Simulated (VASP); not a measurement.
# Si (Fd-3m) in VASP: a series of runs, part 2 of 2

VASP 6.6.1.

## (3) Single point, PBE

Input file INCAR:

```
PREC = Accurate ; ENCUT = 520
EDIFF = 1E-6 ; ISMEAR = 0
SIGMA = 0.01 ; LREAL = False
LASPH = True ; NELM = 60
ALGO = Normal ; ISIF = 2
LWAVE = False ; LCHARG = False
GGA = PE ; NBANDS = 11
```

Input file KPOINTS:

```
regular mesh
0
Gamma
  8 8 8
```

Input file POSCAR:

```
Si
1.0
    0.0000000000      2.7350468830      2.7350468830
    2.7350468830      0.0000000000      2.7350468830
    2.7350468830      2.7350468830      0.0000000000
Si
2
Direct
    0.7500000000      0.7500000000      0.7500000000
    0.5000000000      0.5000000000      0.5000000000
```

Potentials or basis: VASP PAW PBE potentials, release 64 (Si).

On the command line:

```console
cat potpaw_PBE.64/Si/POTCAR > POTCAR
mpirun -np 1 vasp_std > vasp.out
```

OUTCAR:

```text
PREC = Accurate
   ENCUT = 520
   EDIFF = 1E-6
   ISMEAR = 0
   LREAL = False
   LASPH = True
   NELM = 60
   ISIF = 2
   GGA = PE

 ion  position               nearest neighbor table
   1  0.750  0.750  0.750-   2 2.37   2 2.37   2 2.37   2 2.37
   2  0.500  0.500  0.500-   1 2.37   1 2.37   1 2.37   1 2.37

  LATTYP: Found a face centered cubic cell.
 ALAT       =     5.4700937660

  Lattice vectors:

 A1 = (   0.0000000000,   2.7350468830,   2.7350468830)
 A2 = (   2.7350468830,   0.0000000000,   2.7350468830)
 A3 = (   2.7350468830,   2.7350468830,   0.0000000000)

Analysis of symmetry for initial positions (statically):
=====================================================================
 Subroutine PRICEL returns:
 Original cell was already a primitive cell.

 Routine SETGRP: Setting up the symmetry group for a
 face centered cubic supercell.

 Subroutine GETGRP returns: Found 48 space group operations
 (whereof 24 operations were pure point group operations)
 out of a pool of 48 trial point group operations.

The static configuration has the point symmetry T_d .
 The point group associated with its full space group is O_h .

Analysis of symmetry for dynamics (positions and initial velocities):
=====================================================================
 Subroutine PRICEL returns:
 Original cell was already a primitive cell.

 Routine SETGRP: Setting up the symmetry group for a
 face centered cubic supercell.

 Subroutine GETGRP returns: Found 48 space group operations
 (whereof 24 operations were pure point group operations)
 out of a pool of 48 trial point group operations.

The dynamic configuration has the point symmetry T_d .
 The point group associated with its full space group is O_h .

 Subroutine INISYM returns: Found 48 space group operations
 (whereof 24 operations are pure point group operations),
 and found     1 'primitive' translations

----------------------------------------------------------------------------------------

                                     Primitive cell

  volume of cell :      40.9189

  direct lattice vectors                    reciprocal lattice vectors
     0.000000000  2.735046883  2.735046883    -0.182812223  0.182812223  0.182812223
     2.735046883  0.000000000  2.735046883     0.182812223 -0.182812223  0.182812223
     2.735046883  2.735046883  0.000000000     0.182812223  0.182812223 -0.182812223

  length of vectors
     3.867940396  3.867940396  3.867940396     0.316640058  0.316640058  0.316640058

  position of ions in fractional coordinates (direct lattice)
     0.750000000  0.750000000  0.750000000
     0.500000000  0.500000000  0.500000000

  ion indices of the primitive-cell ions
   primitive index   ion index
                 1           1
                 2           2

----------------------------------------------------------------------------------------

 KPOINTS: regular mesh

Automatic generation of k-mesh.
 Grid dimensions read from file:
 generate k-points for:    8    8    8

 Generating k-lattice:

  Cartesian coordinates                     Fractional coordinates (reciprocal lattice)
    -0.022851528  0.022851528  0.022851528     0.125000000  0.000000000  0.000000000
     0.022851528 -0.022851528  0.022851528     0.000000000  0.125000000  0.000000000
     0.022851528  0.022851528 -0.022851528     0.000000000  0.000000000  0.125000000
[... 40 lines left out ...]
   number of dos      NEDOS =    301   number of ions     NIONS =      2
   total plane-waves  NPLWV =  27000
   dimension x,y,z NGX =    30 NGY =   30 NGZ =   30
   dimension x,y,z NGXF=    60 NGYF=   60 NGZF=   60
   ions per type =               2
   NGX,Y,Z   is equivalent  to a cutoff of  12.89, 12.89, 12.89 a.u.
   NGXF,Y,Z  is equivalent  to a cutoff of  25.79, 25.79, 25.79 a.u.
 SYSTEM =  unknown system
   PREC   = accura    normal or accurate (medium, high low for compatibility)
   ISTART =      0    job   : 0-new  1-cont  2-samecut
   ICHARG =      2    charge: 1-file 2-atom 10-const
   ISPIN  =      1    spin polarized calculation?
   LNONCOLLINEAR =      F non collinear calculations
   LSORBIT =      F    spin-orbit coupling
   LASPH  =      T    aspherical Exc in radial PAW
   ENCUT  =  520.0 eV  38.22 Ry    6.18 a.u.   7.19  7.19  7.19*2*pi/ulx,y,z
   NELM   =     60;   NELMIN=  2; NELMDL= -5     # of ELM steps
   EDIFF  = 0.1E-05   stopping-criterion for ELM
   LREAL  =      F    real-space projection
   EDIFFG = 0.1E-04   stopping-criterion for IOM
   NSW    =      0    number of steps for IOM
   IBRION =     -1    ionic relax: 0-MD 1-quasi-New 2-CG
   NFREE  =      0    steps in history (QN), initial steepest desc. (CG)
   ISIF   =      2    stress and relaxation
   ISYM   =      2    0-nonsym 1-usesym 2-fastsym
   POTIM  = 0.5000    time-step for ionic-motion
   TEBEG  =    0.0;   TEEND  =   0.0 temperature during run
   PSTRESS=    0.0 pullay stress
   NELECT =       8.0000    total number of electrons
   NUPDOWN=      -1.0000    fix difference up-down
   EMIN   =  10.00;   EMAX   =-10.00  energy-range for DOS
   EFERMI =   0.00;   METHOD = LEGACY
   ISMEAR =     0;   SIGMA  =   0.01  broadening in eV -4-tet -1-fermi 0-gaus
   EFERMI_NEDOS =   21; number of points for ismear=-14 and -15
   IALGO  =     38    algorithm
   IMIX   =      4    mixing-type and parameters
     AMIX     =   0.40;   BMIX     =  1.00
     AMIX_MAG =   1.60;   BMIX_MAG =  1.00
  volume/ion in A,a.u.               =      20.46       138.07
  Fermi-wavevector in a.u.,A,eV,Ry     =   0.950160  1.795542 12.283393  0.902804
  Thomas-Fermi vector in A             =   2.078511
   LORBIT       =      0    0 simple, 1 ext, 2 COOP (PROOUT), +10 PAW based schemes
   GGA     = PE    functional components
   LHFCALC =     F    Hartree Fock is set to
   AEXX    =    0.0000 exact exchange contribution
   IVDW    =     0    specifies the selected vdW correction
   LEPSILON=     F    determine dielectric tensor
   LRPA    =     F    only Hartree local field effects (RPA)
 non-spin polarized calculation
 Gauss-broadening in eV      SIGMA  =   0.01
  energy-cutoff  :      520.00
  volume of cell :       40.92
 maximum number of plane-waves:      1124
 NGX is ok and might be reduce to    30

 number of electron       8.0000001 magnetization

 Free energy of the ion-electron system (eV)
  ---------------------------------------------------
  ext. energy  EPLUGINS =         0.00000000
  ---------------------------------------------------
  free energy    TOTEN  =       -10.84608134 eV

  energy without entropy =      -10.84608134  energy(sigma->0) =      -10.84608134

 E-fermi :   5.7220     XC(G=0):  -9.3237

 val. band max:        5.6099048637   @ k =   0.0000   0.0000   0.0000
 cond. band min:       6.2610804360   @ k =   0.3750   0.3750   0.0000
 fundamental gap:      0.6511755723
 Fermi energy:         5.7219692148

 k-point     1 :       0.0000    0.0000    0.0000
  band No.  band energies     occupation
      1      -6.1999      2.00000
      2       5.6099      2.00000
      3       5.6099      2.00000
      4       5.6099      2.00000
      5       8.1661      0.00000
      6       8.1661      0.00000
      7       8.1661      0.00000
      8       8.7353      0.00000
      9      13.3181      0.00000
     10      13.3181      0.00000
     11      13.4841      0.00000
[... 309 lines left out ...]
 k-point    24 :      -0.3750    0.2500    0.1250
  band No.  band energies     occupation
      1      -3.3935      2.00000
      2      -1.0949      2.00000
      3       2.2244      2.00000
      4       3.5008      2.00000
      5       8.6320      0.00000
      6       8.7564      0.00000
      7      11.4545      0.00000
      8      12.6743      0.00000
      9      12.9140      0.00000
     10      16.1152      0.00000
     11      17.1583      0.00000

 [... further k-points ...]

------------------------ aborting loop because EDIFF is reached ----------------------------------------

  FORCE on cell =-STRESS in cart. coord.  units (eV):
  Direction    XX          YY          ZZ          XY          YZ          ZX
  --------------------------------------------------------------------------------------
  -------------------------------------------------------------------------------------
  Total       -0.0163182     -0.0163182     -0.0163182     -0.0000000      0.0000000      0.0000000
  in kB       -0.6389375     -0.6389375     -0.6389375     -0.0000000      0.0000000      0.0000000
  external PRESSURE =      -0.6389375 kB  Pullay stress =       0.0000000 kB

 VOLUME and BASIS-vectors are now :
 -----------------------------------------------------------------------------
  energy-cutoff  :      520.00
  volume of cell :       40.92
      direct lattice vectors                 reciprocal lattice vectors
     0.000000000  2.735046883  2.735046883    -0.182812223  0.182812223  0.182812223
     2.735046883  0.000000000  2.735046883     0.182812223 -0.182812223  0.182812223
     2.735046883  2.735046883  0.000000000     0.182812223  0.182812223 -0.182812223

 POSITION                                       TOTAL-FORCE (eV/Angst)
 -----------------------------------------------------------------------------------
      4.10257      4.10257      4.10257        -0.000000     -0.000000     -0.000000
      2.73505      2.73505      2.73505         0.000000      0.000000      0.000000
 -----------------------------------------------------------------------------------
    total drift:                                0.000000     -0.000000     -0.000000

  FREE ENERGIE OF THE ION-ELECTRON SYSTEM (eV)
  ---------------------------------------------------
  free  energy   TOTEN  =       -10.8460813372 eV

  energy  without entropy=      -10.8460813372  energy(sigma->0) =      -10.84608134
```

OSZICAR:

```text
N       E                     dE             d eps       ncg     rms          rms(c)
DAV:   1     0.803337363354E+01    0.80334E+01   -0.32705E+03   646   0.585E+02
DAV:   2    -0.104768189201E+02   -0.18510E+02   -0.17812E+02   860   0.855E+01
DAV:   3    -0.110100494357E+02   -0.53323E+00   -0.53202E+00   818   0.130E+01
DAV:   4    -0.110144607204E+02   -0.44113E-02   -0.44106E-02   757   0.153E+00
DAV:   5    -0.110145057953E+02   -0.45075E-04   -0.45075E-04   793   0.142E-01    0.475E+00
DAV:   6    -0.108984148982E+02    0.11609E+00   -0.65097E-02   710   0.105E+00    0.289E+00
DAV:   7    -0.108445525773E+02    0.53862E-01   -0.12765E-01   722   0.158E+00    0.167E-01
DAV:   8    -0.108458430815E+02   -0.12905E-02   -0.57328E-03   722   0.406E-01    0.794E-02
DAV:   9    -0.108460561831E+02   -0.21310E-03   -0.20651E-04   791   0.870E-02    0.580E-02
DAV:  10    -0.108460806858E+02   -0.24503E-04   -0.21114E-05   742   0.266E-02    0.521E-03
DAV:  11    -0.108460813372E+02   -0.65141E-06   -0.20231E-06   778   0.736E-03
   1 F= -.10846081E+02 E0= -.10846081E+02  d E =-.952258E-59
```

It took 6.5 s on 1 thread of AMD EPYC 9R45 (Zen 5), shared host; peak memory 0.13 GiB.

What came out:

- Free energy: -10.8461 eV
- Pressure: -0.1 GPa
- Band gap on the k mesh: 0.65 eV, indirect (least direct gap 2.56 eV)

A k mesh can miss the band edges. PBE gaps usually lie below the measured ones, often by a third to a half.

## (4) Single point, PBE

This run uses another cell than the first one: it holds 16 atoms, not 2.

Input file INCAR:

```
ALGO     = Normal         # electronic algorithm
EDIFF    = 1E-7           # SCF threshold, eV
ENCUT    = 520            # plane-wave cutoff, eV
GGA      = PE             # functional
ISIF     = 2              # what is computed and relaxed
ISMEAR   = 0              # smearing method
LASPH    = True           # aspherical terms in the spheres
LCHARG   = False          # write CHGCAR
LREAL    = Auto         
LWAVE    = False          # write WAVECAR
NBANDS   = 46             # bands
NELM     = 60             # most SCF steps
PREC     = Accurate       # precision mode
SIGMA    = 0.01           # smearing width, eV
```

Input file KPOINTS:

```
k-points
0
Gamma
  2 2 2
```

Input file POSCAR:

```
Si
1.0
    0.0000000000      5.4700937659     -5.4700937659
    5.4700937659      5.4700937659      0.0000000000
    5.4700937659      0.0000000000     -5.4700937659
Si
16
Direct
    0.1250000000      0.1250000000      0.1250000000
    0.1250000000      0.6250000000      0.1250000000
    0.6250000000      0.1250000000      0.1250000000
    0.6250000000      0.6250000000      0.1250000000
    0.1250000000      0.1250000000      0.6250000000
    0.1250000000      0.6250000000      0.6250000000
    0.6250000000      0.1250000000      0.6250000000
    0.6250000000      0.6250000000      0.6250000000
    0.2500000000      0.7500000000      0.2500000000
    0.2500000000      0.2500000000      0.2500000000
    0.7500000000      0.7500000000      0.2500000000
    0.7500000000      0.2500000000      0.2500000000
    0.2500000000      0.7500000000      0.7500000000
    0.2500000000      0.2500000000      0.7500000000
    0.7500000000      0.7500000000      0.7500000000
    0.7500000000      0.2500000000      0.7500000000
```

On the command line:

```console
cat potpaw_PBE.64/Si/POTCAR > POTCAR
mpirun -np 1 vasp_std > vasp.out
```

Wall time 56 s (1 thread of AMD EPYC 9R45 (Zen 5), shared host); peak memory 0.4 GiB.

The run converged. Its results:

```
Free energy            : -85.3283 eV
Pressure               : 0.5 GPa
Band gap on the k mesh : 0.74 eV
```

Levels at points of the mesh, in eV from the valence-band top:
```csv
k point,band 29,band 30,band 31,band 32,band 33,band 34,band 35,band 36
"(0.00, 0.00, 0.00)",-1.18,0.00,0.00,0.00,0.74,0.74,0.74,0.74
"(0.50, 0.00, 0.00)",-0.75,-0.75,-0.75,-0.75,1.53,1.53,1.53,1.53
"(0.50, 0.50, 0.00)",-1.31,-1.31,-1.31,-1.31,1.14,1.14,2.42,2.42
```

Caveat: the k points lie up to 0.50 Å⁻¹ apart. A k mesh can miss the band edges.

## (5) Overview

| cell | k mesh | smearing | gap on the mesh (eV) | pressure (GPa) |
| --- | --- | --- | --- | --- |
| a = 3.868 Å, angles 60.0°, 2 atoms | 8 × 8 × 8 | gaussian 0.02 eV | 0.65 | -0.1 |
| a = 3.868 Å, angles 60.0°, 2 atoms | 8 × 8 × 8 | gaussian 0.01 eV | 0.65 | -0.1 |
| a = 7.736 Å, angles 60.0°, 16 atoms | 2 × 2 × 2 | gaussian 0.01 eV | 0.74 | 0.5 |

Alike in all rows: task single point; level PBE; potentials or basis VASP PAW PBE potentials, release 64 (Si); no spin polarisation; cutoff (eV) 520.

Caveats: some runs use coarse meshes.

Total energies depend on the potentials used, so only differences within one code and one set of settings carry meaning.
